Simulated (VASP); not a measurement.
# CaSe (Fm-3m) in VASP: single point with PBEsol

Aim: the single point of CaSe with PBEsol.

All numbers are computed with VASP 6.6.1; they aren't measurements. Logs are shortened: lines on timing, memory, paths and dates and some standing lists are left out, and cuts for length are marked.

### 1 The cell of the first run

The structure is cubic, space group Fm-3m (No. 225). The conventional cell has a = 5.868 Å, b = 5.868 Å, c = 5.868 Å, α = 90.00°, β = 90.00°, γ = 90.00°. Within 3.9 Å of Ca (site symmetry m-3m) lie 6 Se at 2.93 Å. Within 3.9 Å of Se (site symmetry m-3m) lie 6 Ca at 2.93 Å.

### 2 Single point, PBEsol

The input, INCAR:

```
SYSTEM = CaSe
PREC     = Accurate       ! precision mode
ENCUT    = 500            ! plane-wave cutoff, eV
EDIFF    = 1E-6           ! SCF threshold, eV
ISMEAR   = 0              ! smearing method
SIGMA    = 0.02           ! smearing width, eV
LREAL    = .False.        ! projectors in reciprocal space
LASPH    = .True.         ! aspherical terms in the spheres
NELM     = 120            ! most SCF steps
ALGO     = Normal         ! electronic algorithm
ISIF     = 2              ! what is computed and relaxed
LWAVE    = .False.        ! write WAVECAR
LCHARG   = .False.        ! write CHGCAR
GGA      = PS             ! functional
NBANDS   = 15             ! bands
GGA_COMPAT= .False.
```

The input, KPOINTS:

```
Automatic mesh
0
Gamma
  8 8 8
  0 0 0
```

The input, POSCAR:

```
CaSe
1.0
    0.0000000000      2.9340217152      2.9340217152
    2.9340217152      0.0000000000      2.9340217152
    2.9340217152      2.9340217152      0.0000000000
Ca Se
1 1
Direct
    0.0000000000      0.0000000000      0.0000000000
    0.5000000000      0.5000000000      0.5000000000
```

Potentials or basis: VASP PAW PBE potentials, release 64 (Ca_sv, Se).

The run is started by

```sh
$ cat potpaw_PBE.64/Ca_sv/POTCAR potpaw_PBE.64/Se/POTCAR > POTCAR
$ mpirun -np 1 vasp_std > vasp.out
```

OUTCAR:

```text
SYSTEM = CaSe
   PREC = Accurate
   ENCUT = 500
   EDIFF = 1E-6
   ISMEAR = 0
   LREAL = .False.
   LASPH = .True.
   NELM = 120
   ISIF = 2
   GGA = PS

 ion  position               nearest neighbor table
   1  0.000  0.000  0.000-   2 2.93   2 2.93   2 2.93   2 2.93   2 2.93   2 2.93
   2  0.500  0.500  0.500-   1 2.93   1 2.93   1 2.93   1 2.93   1 2.93   1 2.93

  LATTYP: Found a face centered cubic cell.
 ALAT       =     5.8680434304

  Lattice vectors:

 A1 = (   0.0000000000,   2.9340217152,   2.9340217152)
 A2 = (   2.9340217152,   0.0000000000,   2.9340217152)
 A3 = (   2.9340217152,   2.9340217152,   0.0000000000)

Analysis of symmetry for initial positions (statically):
=====================================================================
 Subroutine PRICEL returns:
 Original cell was already a primitive cell.

 Routine SETGRP: Setting up the symmetry group for a
 face centered cubic supercell.

 Subroutine GETGRP returns: Found 48 space group operations
 (whereof 48 operations were pure point group operations)
 out of a pool of 48 trial point group operations.

The static configuration has the point symmetry O_h .

Analysis of symmetry for dynamics (positions and initial velocities):
=====================================================================
 Subroutine PRICEL returns:
 Original cell was already a primitive cell.

 Routine SETGRP: Setting up the symmetry group for a
 face centered cubic supercell.

 Subroutine GETGRP returns: Found 48 space group operations
 (whereof 48 operations were pure point group operations)
 out of a pool of 48 trial point group operations.

The dynamic configuration has the point symmetry O_h .

 Subroutine INISYM returns: Found 48 space group operations
 (whereof 48 operations are pure point group operations),
 and found     1 'primitive' translations

----------------------------------------------------------------------------------------

                                     Primitive cell

  volume of cell :      50.5150

  direct lattice vectors                    reciprocal lattice vectors
     0.000000000  2.934021715  2.934021715    -0.170414553  0.170414553  0.170414553
     2.934021715  0.000000000  2.934021715     0.170414553 -0.170414553  0.170414553
     2.934021715  2.934021715  0.000000000     0.170414553  0.170414553 -0.170414553

  length of vectors
     4.149333302  4.149333302  4.149333302     0.295166665  0.295166665  0.295166665

  position of ions in fractional coordinates (direct lattice)
     0.000000000  0.000000000  0.000000000
     0.500000000  0.500000000  0.500000000

  ion indices of the primitive-cell ions
   primitive index   ion index
                 1           1
                 2           2

----------------------------------------------------------------------------------------

 KPOINTS: Automatic mesh

Automatic generation of k-mesh.
 Grid dimensions read from file:
 generate k-points for:    8    8    8

 Generating k-lattice:

  Cartesian coordinates                     Fractional coordinates (reciprocal lattice)
    -0.021301819  0.021301819  0.021301819     0.125000000  0.000000000  0.000000000
     0.021301819 -0.021301819  0.021301819     0.000000000  0.125000000  0.000000000
     0.021301819  0.021301819 -0.021301819     0.000000000  0.000000000  0.125000000

  Length of vectors
     0.036895833  0.036895833  0.036895833

  Shift w.r.t. Gamma in fractional coordinates (k-lattice)
     0.000000000  0.000000000  0.000000000

 Subroutine IBZKPT returns following result:
 ===========================================

 Found     29 irreducible k-points:

 Following reciprocal coordinates:
            Coordinates               Weight
  0.000000  0.000000  0.000000      1.000000
  0.125000  0.000000  0.000000      8.000000
  0.250000  0.000000  0.000000      8.000000
  0.375000  0.000000  0.000000      8.000000
  0.500000  0.000000  0.000000      4.000000
  0.125000  0.125000  0.000000      6.000000
[... 16 lines left out ...]
  0.500000  0.250000  0.125000     48.000000
 -0.375000  0.250000  0.125000     24.000000
 [... further k-points ...]
   k-points           NKPTS =     29   k-points in BZ     NKDIM =     29   number of bands    NBANDS=     15
   number of dos      NEDOS =    301   number of ions     NIONS =      2
   total plane-waves  NPLWV =  27000
   dimension x,y,z NGX =    30 NGY =   30 NGZ =   30
   dimension x,y,z NGXF=    60 NGYF=   60 NGZF=   60
   ions per type =               1   1
   NGX,Y,Z   is equivalent  to a cutoff of  12.02, 12.02, 12.02 a.u.
   NGXF,Y,Z  is equivalent  to a cutoff of  24.04, 24.04, 24.04 a.u.
 SYSTEM =  CaSe
   PREC   = accura    normal or accurate (medium, high low for compatibility)
   ISTART =      0    job   : 0-new  1-cont  2-samecut
   ICHARG =      2    charge: 1-file 2-atom 10-const
   ISPIN  =      1    spin polarized calculation?
   LNONCOLLINEAR =      F non collinear calculations
   LSORBIT =      F    spin-orbit coupling
   LASPH  =      T    aspherical Exc in radial PAW
   ENCUT  =  500.0 eV  36.75 Ry    6.06 a.u.   7.57  7.57  7.57*2*pi/ulx,y,z
   NELM   =    120;   NELMIN=  2; NELMDL= -5     # of ELM steps
   EDIFF  = 0.1E-05   stopping-criterion for ELM
   LREAL  =      F    real-space projection
   EDIFFG = 0.1E-04   stopping-criterion for IOM
   NSW    =      0    number of steps for IOM
   IBRION =     -1    ionic relax: 0-MD 1-quasi-New 2-CG
   NFREE  =      0    steps in history (QN), initial steepest desc. (CG)
   ISIF   =      2    stress and relaxation
   ISYM   =      2    0-nonsym 1-usesym 2-fastsym
   POTIM  = 0.5000    time-step for ionic-motion
   TEBEG  =    0.0;   TEEND  =   0.0 temperature during run
   PSTRESS=    0.0 pullay stress
   NELECT =      16.0000    total number of electrons
   NUPDOWN=      -1.0000    fix difference up-down
   EMIN   =  10.00;   EMAX   =-10.00  energy-range for DOS
   EFERMI =   0.00;   METHOD = LEGACY
   ISMEAR =     0;   SIGMA  =   0.02  broadening in eV -4-tet -1-fermi 0-gaus
   EFERMI_NEDOS =   21; number of points for ismear=-14 and -15
   IALGO  =     38    algorithm
   IMIX   =      4    mixing-type and parameters
     AMIX     =   0.40;   BMIX     =  1.00
     AMIX_MAG =   1.60;   BMIX_MAG =  1.00
  volume/ion in A,a.u.               =      25.26       170.45
  Fermi-wavevector in a.u.,A,eV,Ry     =   1.115942  2.108824 16.943687  1.245326
  Thomas-Fermi vector in A             =   2.252551
   LORBIT       =      0    0 simple, 1 ext, 2 COOP (PROOUT), +10 PAW based schemes
   GGA     = PS    functional components
   LHFCALC =     F    Hartree Fock is set to
   AEXX    =    0.0000 exact exchange contribution
   IVDW    =     0    specifies the selected vdW correction
   LEPSILON=     F    determine dielectric tensor
   LRPA    =     F    only Hartree local field effects (RPA)
 non-spin polarized calculation
 Gauss-broadening in eV      SIGMA  =   0.02
  energy-cutoff  :      500.00
  volume of cell :       50.51
 maximum number of plane-waves:      1303
   NGX = 15   NGY = 15   NGZ = 15

 number of electron      15.9999995 magnetization

 Free energy of the ion-electron system (eV)
  ---------------------------------------------------
  ext. energy  EPLUGINS =         0.00000000
  ---------------------------------------------------
  free energy    TOTEN  =       -10.07368489 eV

  energy without entropy =      -10.07368489  energy(sigma->0) =      -10.07368489

 E-fermi :   2.6480     XC(G=0):  -9.4297

 val. band max:        2.5113791034   @ k =   0.0000   0.0000   0.0000
 cond. band min:       4.3764970857   @ k =   0.5000   0.5000   0.0000
 fundamental gap:      1.8651179823
 Fermi energy:         2.6480092177

 k-point     1 :       0.0000    0.0000    0.0000
  band No.  band energies     occupation
      1     -36.9582      2.00000
      2     -18.0375      2.00000
      3     -18.0375      2.00000
      4     -18.0375      2.00000
      5      -9.3990      2.00000
      6       2.5114      2.00000
      7       2.5114      2.00000
      8       2.5114      2.00000
      9       5.8231      0.00000
     10       6.1473      0.00000
     11       6.1473      0.00000
     12       6.1473      0.00000
     13       6.7733      0.00000
     14       6.7733      0.00000
     15      12.0789      0.00000

 k-point     2 :       0.1250    0.0000    0.0000
  band No.  band energies     occupation
      1     -36.9570      2.00000
      2     -18.0577      2.00000
      3     -18.0388      2.00000
      4     -18.0388      2.00000
      5      -9.2986      2.00000
      6       1.7030      2.00000
      7       2.2541      2.00000
      8       2.2541      2.00000
      9       6.0555      0.00000
     10       6.3704      0.00000
     11       6.3704      0.00000
     12       6.8284      0.00000
     13       7.2014      0.00000
     14       7.2014      0.00000
     15      12.3306      0.00000

 k-point     3 :       0.2500    0.0000    0.0000
  band No.  band energies     occupation
      1     -36.9542      2.00000
      2     -18.1056      2.00000
      3     -18.0420      2.00000
      4     -18.0420      2.00000
      5      -9.0435      2.00000
      6       0.4142      2.00000
      7       1.7660      2.00000
      8       1.7660      2.00000
      9       6.1560      0.00000
     10       6.9134      0.00000
     11       6.9134      0.00000
     12       8.2429      0.00000
     13       8.2429      0.00000
     14       8.2881      0.00000
     15      11.9758      0.00000

 k-point     4 :       0.3750    0.0000    0.0000
  band No.  band energies     occupation
      1     -36.9513      2.00000
      2     -18.1524      2.00000
      3     -18.0451      2.00000
      4     -18.0451      2.00000
      5      -8.7658      2.00000
      6      -0.5585      2.00000
      7       1.3837      2.00000
      8       1.3837      2.00000
      9       6.5261      0.00000
     10       7.6289      0.00000
     11       7.6289      0.00000
     12       8.5290      0.00000
     13       9.3901      0.00000
     14       9.3901      0.00000
     15      11.5859      0.00000
[... 307 lines left out ...]
 k-point    22 :       0.3750    0.2500    0.1250
  band No.  band energies     occupation
      1     -36.9521      2.00000
      2     -18.1125      2.00000
      3     -18.0635      2.00000
      4     -18.0477      2.00000
      5      -8.9158      2.00000
      6       0.0894      2.00000
      7       1.4989      2.00000
      8       1.5564      2.00000
      9       5.8397      0.00000
     10       7.1980      0.00000
     11       7.6920      0.00000
     12       7.7085      0.00000
     13       8.4047      0.00000
     14      10.1580      0.00000
     15      11.2452      0.00000

 k-point    23 :       0.5000    0.2500    0.1250
  band No.  band energies     occupation
      1     -36.9498      2.00000
      2     -18.1359      2.00000
      3     -18.0734      2.00000
      4     -18.0532      2.00000
      5      -8.7389      2.00000
      6      -0.2992      2.00000
      7       1.0008      2.00000
      8       1.3031      2.00000
      9       6.3319      0.00000
     10       7.7424      0.00000
     11       8.0462      0.00000
     12       8.2264      0.00000
     13       8.6707      0.00000
     14      10.3701      0.00000
     15      10.6462      0.00000

 k-point    24 :      -0.3750    0.2500    0.1250
  band No.  band energies     occupation
      1     -36.9488      2.00000
      2     -18.1461      2.00000
      3     -18.0755      2.00000
      4     -18.0569      2.00000
      5      -8.6630      2.00000
      6      -0.4466      2.00000
      7       0.8005      2.00000
      8       1.2094      2.00000
      9       6.9440      0.00000
     10       7.2462      0.00000
     11       8.2842      0.00000
     12       8.5737      0.00000
     13       8.9316      0.00000
     14       9.7926      0.00000
     15      11.2612      0.00000

 [... further k-points ...]

------------------------ aborting loop because EDIFF is reached ----------------------------------------

  FORCE on cell =-STRESS in cart. coord.  units (eV):
  Direction    XX          YY          ZZ          XY          YZ          ZX
  --------------------------------------------------------------------------------------
  -------------------------------------------------------------------------------------
  Total        0.0647600      0.0647600      0.0647600     -0.0000000      0.0000000     -0.0000000
  in kB        2.0539843      2.0539843      2.0539843     -0.0000000      0.0000000     -0.0000000
  external PRESSURE =       2.0539843 kB  Pullay stress =       0.0000000 kB

 VOLUME and BASIS-vectors are now :
 -----------------------------------------------------------------------------
  energy-cutoff  :      500.00
  volume of cell :       50.51
      direct lattice vectors                 reciprocal lattice vectors
     0.000000000  2.934021715  2.934021715    -0.170414553  0.170414553  0.170414553
     2.934021715  0.000000000  2.934021715     0.170414553 -0.170414553  0.170414553
     2.934021715  2.934021715  0.000000000     0.170414553  0.170414553 -0.170414553

 POSITION                                       TOTAL-FORCE (eV/Angst)
 -----------------------------------------------------------------------------------
      0.00000      0.00000      0.00000         0.000000     -0.000000      0.000000
      2.93402      2.93402      2.93402        -0.000000      0.000000     -0.000000
 -----------------------------------------------------------------------------------
    total drift:                               -0.000000      0.000000      0.000000

  FREE ENERGIE OF THE ION-ELECTRON SYSTEM (eV)
  ---------------------------------------------------
  free  energy   TOTEN  =       -10.0736848913 eV

  energy  without entropy=      -10.0736848913  energy(sigma->0) =      -10.07368489
```

Run time: 18 s. Hardware: 1 thread of Intel Xeon Platinum 8488C (Sapphire Rapids), shared host; peak memory 0.17 GiB.

Results:

```yaml
Free_energy: -10.0737 eV
Pressure: 0.2 GPa
Band_gap_on_the_k_mesh: 1.87 eV (least direct gap 2.84 eV)
```

Levels at points of the mesh, in eV from the valence-band top:
```
           k point  band 5  band 6  band 7  band 8  band 9  band 10  band 11  band 12
(0.00, 0.00, 0.00)  -11.91    0.00    0.00    0.00    3.31     3.64     3.64     3.64
(0.50, 0.00, 0.00)  -11.15   -3.43   -1.27   -1.27    4.42     5.51     5.54     5.54
(0.50, 0.50, 0.00)  -11.30   -2.62   -0.97   -0.97    1.87     5.04     5.07     6.12
```

Caveat: the PAW data sets were made with another functional, which shifts forces and pressure a little.
